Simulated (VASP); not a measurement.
# Cd (Immm) in VASP: a series of runs

Cd is run at these levels: PBE; tasks: single point.

Everything below comes from runs of VASP 6.6.1. Logs are shortened: lines on timing, memory, paths and dates and some standing lists are left out, and cuts for length are marked.

## 1. The cell of the first run

Symmetry: Immm, No. 71, orthorhombic system. The conventional cell has a = 3.106 Å, b = 3.168 Å, c = 4.436 Å, α = 90.00°, β = 90.00°, γ = 90.00°. Cd (site symmetry mmm) has 12 Cd at 3.11 to 3.17 Å within 4.1 Å.

## 2. Single point, PBE (strain -0.0200 x Voigt [0, 0, 0, 0, 1, 0])

File INCAR:

```
ALGO = Normal
EDIFF = 1E-7
ENCUT = 520
GGA = PE
ISIF = 2
ISMEAR = 0
LASPH = True
LCHARG = False
LREAL = False
LWAVE = False
NBANDS = 12
NELM = 100
PREC = Accurate
SIGMA = 0.15
```

File KPOINTS:

```
k-points
0
Gamma
  18 18 18
```

File POSCAR:

```
Cd
1.0
   -0.0221814975      2.2181497500      2.2181497500
    2.1959682525      0.0000000000      2.1959682525
    2.2181497500      2.2181497500     -0.0221814975
Cd
1
Direct
    0.0000000000      0.0000000000      0.0000000000
```

Potentials or basis: VASP PAW PBE potentials, release 64 (Cd).

The run is started by

```sh
$ cat potpaw_PBE.64/Cd/POTCAR > POTCAR
$ mpirun -np 1 vasp_std > vasp.out
```

OUTCAR:

```text
EDIFF = 1E-7
   ENCUT = 520
   GGA = PE
   ISIF = 2
   ISMEAR = 0
   LASPH = True
   LREAL = False
   NELM = 100
   PREC = Accurate

 ion  position               nearest neighbor table
   1  0.000  0.000  0.000-

  LATTYP: Found a body centered orthorhombic cell.
 ALAT       =     3.1055680852
 B/A-ratio  =     1.0202020202
 C/A-ratio  =     1.4284985479

  Lattice vectors:

 A1 = (   2.2181497500,  -2.2181497500,  -0.0221814975)
 A2 = (  -2.2181497500,  -2.2181497500,   0.0221814975)
 A3 = (   0.0221814975,   2.2181497500,  -2.2181497500)

Analysis of symmetry for initial positions (statically):
=====================================================================
 Subroutine PRICEL returns:
 Original cell was already a primitive cell.

 Routine SETGRP: Setting up the symmetry group for a
 body centered orthorhombic supercell.

 Subroutine GETGRP returns: Found  8 space group operations
 (whereof  8 operations were pure point group operations)
 out of a pool of  8 trial point group operations.

The static configuration has the point symmetry D_2h.

Analysis of symmetry for dynamics (positions and initial velocities):
=====================================================================
 Subroutine PRICEL returns:
 Original cell was already a primitive cell.

 Routine SETGRP: Setting up the symmetry group for a
 body centered orthorhombic supercell.

 Subroutine GETGRP returns: Found  8 space group operations
 (whereof  8 operations were pure point group operations)
 out of a pool of  8 trial point group operations.

The dynamic configuration has the point symmetry D_2h.

 Subroutine INISYM returns: Found  8 space group operations
 (whereof  8 operations are pure point group operations),
 and found     1 'primitive' translations

----------------------------------------------------------------------------------------

                                     Primitive cell

  volume of cell :      21.8252

  direct lattice vectors                    reciprocal lattice vectors
    -0.022181498  2.218149750  2.218149750    -0.223181282  0.225413095  0.223181282
     2.195968253  0.000000000  2.195968253     0.227689995 -0.225413095  0.227689995
     2.218149750  2.218149750 -0.022181498     0.223181282  0.225413095 -0.223181282

  length of vectors
     3.137015882  3.105568085  3.137015882     0.387854138  0.393060467  0.387854138

  position of ions in fractional coordinates (direct lattice)
     0.000000000  0.000000000  0.000000000

  ion indices of the primitive-cell ions
   primitive index   ion index
                 1           1

----------------------------------------------------------------------------------------

 KPOINTS: k-points

Automatic generation of k-mesh.
 Grid dimensions read from file:
 generate k-points for:   18   18   18

 Generating k-lattice:

  Cartesian coordinates                     Fractional coordinates (reciprocal lattice)
    -0.012398960  0.012522950  0.012398960     0.055555556  0.000000000 -0.000000000
     0.012649444 -0.012522950  0.012649444     0.000000000  0.055555556  0.000000000
     0.012398960  0.012522950 -0.012398960    -0.000000000  0.000000000  0.055555556

  Length of vectors
     0.021547452  0.021836693  0.021547452

  Shift w.r.t. Gamma in fractional coordinates (k-lattice)
     0.000000000  0.000000000  0.000000000

 Subroutine IBZKPT returns following result:
 ===========================================

 Found    865 irreducible k-points:

 Following reciprocal coordinates:
            Coordinates               Weight
  0.000000  0.000000  0.000000      1.000000
  0.055556  0.000000 -0.000000      4.000000
  0.111111  0.000000 -0.000000      4.000000
  0.166667  0.000000  0.000000      4.000000
  0.222222  0.000000  0.000000      4.000000
  0.277778  0.000000 -0.000000      4.000000
[... 16 lines left out ...]
 -0.333333  0.055556  0.000000      8.000000
 -0.277778  0.055556  0.000000      8.000000
 [... further k-points ...]
   k-points           NKPTS =    865   k-points in BZ     NKDIM =    865   number of bands    NBANDS=     12
   number of dos      NEDOS =    301   number of ions     NIONS =      1
   total plane-waves  NPLWV =  13824
   dimension x,y,z NGX =    24 NGY =   24 NGZ =   24
   dimension x,y,z NGXF=    48 NGYF=   48 NGZF=   48
   ions per type =               1
   NGX,Y,Z   is equivalent  to a cutoff of  12.72, 12.85, 12.72 a.u.
   NGXF,Y,Z  is equivalent  to a cutoff of  25.44, 25.70, 25.44 a.u.
 SYSTEM =  unknown system
   PREC   = accura    normal or accurate (medium, high low for compatibility)
   ISTART =      0    job   : 0-new  1-cont  2-samecut
   ICHARG =      2    charge: 1-file 2-atom 10-const
   ISPIN  =      1    spin polarized calculation?
   LNONCOLLINEAR =      F non collinear calculations
   LSORBIT =      F    spin-orbit coupling
   LASPH  =      T    aspherical Exc in radial PAW
   ENCUT  =  520.0 eV  38.22 Ry    6.18 a.u.   5.83  5.77  5.83*2*pi/ulx,y,z
   NELM   =    100;   NELMIN=  2; NELMDL= -5     # of ELM steps
   EDIFF  = 0.1E-06   stopping-criterion for ELM
   LREAL  =      F    real-space projection
   EDIFFG = 0.1E-05   stopping-criterion for IOM
   NSW    =      0    number of steps for IOM
   IBRION =     -1    ionic relax: 0-MD 1-quasi-New 2-CG
   NFREE  =      0    steps in history (QN), initial steepest desc. (CG)
   ISIF   =      2    stress and relaxation
   ISYM   =      2    0-nonsym 1-usesym 2-fastsym
   POTIM  = 0.5000    time-step for ionic-motion
   TEBEG  =    0.0;   TEEND  =   0.0 temperature during run
   PSTRESS=    0.0 pullay stress
   NELECT =      12.0000    total number of electrons
   NUPDOWN=      -1.0000    fix difference up-down
   EMIN   =  10.00;   EMAX   =-10.00  energy-range for DOS
   EFERMI =   0.00;   METHOD = LEGACY
   ISMEAR =     0;   SIGMA  =   0.15  broadening in eV -4-tet -1-fermi 0-gaus
   EFERMI_NEDOS =   21; number of points for ismear=-14 and -15
   IALGO  =     38    algorithm
   IMIX   =      4    mixing-type and parameters
     AMIX     =   0.40;   BMIX     =  1.00
     AMIX_MAG =   1.60;   BMIX_MAG =  1.00
  volume/ion in A,a.u.               =      21.83       147.28
  Fermi-wavevector in a.u.,A,eV,Ry     =   1.341165  2.534434 24.473118  1.798723
  Thomas-Fermi vector in A             =   2.469420
   LORBIT       =      0    0 simple, 1 ext, 2 COOP (PROOUT), +10 PAW based schemes
   GGA     = PE    functional components
   LHFCALC =     F    Hartree Fock is set to
   AEXX    =    0.0000 exact exchange contribution
   IVDW    =     0    specifies the selected vdW correction
   LEPSILON=     F    determine dielectric tensor
   LRPA    =     F    only Hartree local field effects (RPA)
 non-spin polarized calculation
 Gauss-broadening in eV      SIGMA  =   0.15
  energy-cutoff  :      520.00
  volume of cell :       21.83
 maximum number of plane-waves:       603
   NGX = 11   NGY = 11   NGZ = 11

 number of electron      12.0000003 magnetization

 Free energy of the ion-electron system (eV)
  ---------------------------------------------------
  ext. energy  EPLUGINS =         0.00000000
  ---------------------------------------------------
  free energy    TOTEN  =        -0.73360076 eV

  energy without entropy =       -0.72947796  energy(sigma->0) =       -0.73153936

 E-fermi :   2.7890     XC(G=0): -10.9872

 val. band max:        2.7857992395   @ k =  -0.0000   0.4444  -0.0000
 cond. band min:       2.7956817551   @ k =   0.3333  -0.3889   0.0556
 fundamental gap:      0.0098825156
 Fermi energy:         2.7889971831

 k-point     1 :       0.0000    0.0000    0.0000
  band No.  band energies     occupation
      1      -6.3303      2.00000
      2      -6.3061      2.00000
      3      -6.2700      2.00000
      4      -5.9490      2.00000
      5      -5.8462      2.00000
      6      -5.8455      2.00000
      7      16.6693      0.00000
      8      17.4532      0.00000
      9      17.8646      0.00000
     10      18.1420      0.00000
     11      20.8793      0.00000
     12      21.1122      0.00000

 k-point     2 :       0.0556    0.0000   -0.0000
  band No.  band energies     occupation
      1      -6.3343      2.00000
      2      -6.3002      2.00000
      3      -6.2573      2.00000
      4      -5.8680      2.00000
      5      -5.8487      2.00000
      6      -5.8476      2.00000
      7      16.0313      0.00000
      8      17.0148      0.00000
      9      17.6905      0.00000
     10      18.0036      0.00000
     11      21.1871      0.00000
     12      21.6771      0.00000

 k-point     3 :       0.1111    0.0000   -0.0000
  band No.  band energies     occupation
      1      -6.3684      2.00000
      2      -6.2737      2.00000
      3      -6.2247      2.00000
      4      -5.8515      2.00000
      5      -5.8508      2.00000
      6      -5.6139      2.00000
      7      14.1173      0.00000
      8      16.8863      0.00000
      9      17.4389      0.00000
     10      17.6710      0.00000
     11      21.4641      0.00000
     12      21.9158      0.00000
[... 286 lines left out ...]
 k-point    23 :      -0.3333    0.0556    0.0000
  band No.  band energies     occupation
      1      -6.6792      2.00000
      2      -6.2661      2.00000
      3      -6.2212      2.00000
      4      -5.6616      2.00000
      5      -5.5962      2.00000
      6      -2.4239      2.00000
      7       5.4383      0.00000
      8      14.4506      0.00000
      9      16.2930      0.00000
     10      16.6051      0.00000
     11      19.5556      0.00000
     12      20.2175      0.00000

 k-point    24 :      -0.2778    0.0556    0.0000
  band No.  band energies     occupation
      1      -6.6054      2.00000
      2      -6.2371      2.00000
      3      -6.1929      2.00000
      4      -5.7564      2.00000
      5      -5.6761      2.00000
      6      -3.4138      2.00000
      7       7.3126      0.00000
      8      14.5833      0.00000
      9      16.7869      0.00000
     10      17.1756      0.00000
     11      19.8153      0.00000
     12      20.1957      0.00000

 [... further k-points ...]

------------------------ aborting loop because EDIFF is reached ----------------------------------------

  FORCE on cell =-STRESS in cart. coord.  units (eV):
  Direction    XX          YY          ZZ          XY          YZ          ZX
  --------------------------------------------------------------------------------------
  -------------------------------------------------------------------------------------
  Total        0.3357868      0.3364857      0.3357868     -0.0000000      0.0000000      0.0021822
  in kB       24.6498932     24.7012018     24.6498932     -0.0000000      0.0000000      0.1601919
  external PRESSURE =      24.6669960 kB  Pullay stress =       0.0000000 kB

 VOLUME and BASIS-vectors are now :
 -----------------------------------------------------------------------------
  energy-cutoff  :      520.00
  volume of cell :       21.83
      direct lattice vectors                 reciprocal lattice vectors
    -0.022181498  2.218149750  2.218149750    -0.223181282  0.225413095  0.223181282
     2.195968253  0.000000000  2.195968253     0.227689995 -0.225413095  0.227689995
     2.218149750  2.218149750 -0.022181498     0.223181282  0.225413095 -0.223181282

 POSITION                                       TOTAL-FORCE (eV/Angst)
 -----------------------------------------------------------------------------------
      0.00000      0.00000      0.00000        -0.000000      0.000000      0.000000
 -----------------------------------------------------------------------------------
    total drift:                               -0.000000      0.000000     -0.000000

  FREE ENERGIE OF THE ION-ELECTRON SYSTEM (eV)
  ---------------------------------------------------
  free  energy   TOTEN  =        -0.7336007583 eV

  energy  without entropy=       -0.7294779560  energy(sigma->0) =       -0.73153936
```

Wall time 67 s (1 thread of Intel Xeon Platinum 8488C (Sapphire Rapids), shared host); peak memory 0.32 GiB.

Results:

| Quantity | Value |
| --- | --- |
| Free energy | -0.7336 eV |
| Pressure | 2.5 GPa |
| Band gap on the k mesh | zero (band 6 reaches 4.38 eV, above the bottom of band 7 at 1.39 eV) |

Levels at points of the mesh, in eV from the Fermi level:
```tsv
k point	band 4	band 5	band 6	band 7	band 8	band 9
(0.00, 0.00, 0.00)	-8.74	-8.64	-8.63	13.88	14.66	15.08
(0.50, 0.00, 0.00)	-8.29	-8.26	-2.32	-1.39	12.61	12.84
(0.00, 0.50, 0.00)	-8.27	-8.24	-2.22	-1.15	12.36	12.49
(0.50, 0.50, 0.00)	-8.17	-8.16	-0.75	1.44	6.84	6.84
(0.50, 0.00, 0.50)	-8.17	-8.17	-0.75	1.43	6.52	7.17
```

Caveat: the cell differs from its parent crystal (strain -0.0200 x Voigt [0, 0, 0, 0, 1, 0]).

## 3. Single point, PBE (strain +0.0025 x Voigt [0, 0, 0, 0, 1, 0])

File INCAR:

```
SYSTEM = Cd
PREC = Accurate
ENCUT = 520
EDIFF = 1E-7
ISMEAR = 0
SIGMA = 0.15
LREAL = .FALSE.
LASPH = .TRUE.
NELM = 100
ALGO = Normal
ISIF = 2
LWAVE = .FALSE.
LCHARG = .TRUE.
GGA = PE
LELF = .TRUE.
LVHAR = .TRUE.
NBANDS = 12
```

File KPOINTS:

```
Automatic mesh
0
G
  18 18 18
  0 0 0
```

File POSCAR:

```
Cd
1.0
    0.0027726872      2.2181497500      2.2181497500
    2.2209224372      0.0000000000      2.2209224372
    2.2181497500      2.2181497500      0.0027726872
Cd
1
Direct
    0.0000000000      0.0000000000      0.0000000000
```

Potentials or basis: VASP PAW PBE potentials, release 64 (Cd).

The run is started by

```sh
$ cat potpaw_PBE.64/Cd/POTCAR > POTCAR
$ mpirun -np 1 vasp_std > vasp.out
```

Wall time 99 s (1 thread of Intel Xeon Platinum 8488C (Sapphire Rapids), shared host); peak memory 0.32 GiB.

Results (log left out):

```
Free energy            : -0.7337 eV
Pressure               : 2.5 GPa
Band gap on the k mesh : zero (band 6 reaches 4.38 eV, above the bottom of band 7 at 1.50 eV)
```

Levels at points of the mesh, in eV from the Fermi level:
```csv
k point,band 4,band 5,band 6,band 7,band 8,band 9
"(0.00, 0.00, 0.00)",-8.74,-8.63,-8.63,13.95,14.96,15.01
"(0.50, 0.00, 0.00)",-8.26,-8.26,-2.26,-1.26,12.57,12.59
"(0.00, 0.50, 0.00)",-8.26,-8.26,-2.28,-1.29,12.60,12.63
"(0.50, 0.50, 0.00)",-8.17,-8.17,-0.75,1.44,6.84,6.84
"(0.50, 0.00, 0.50)",-8.17,-8.17,-0.75,1.44,6.80,6.88
```

Caveat: the cell differs from its parent crystal (strain +0.0025 x Voigt [0, 0, 0, 0, 1, 0]).
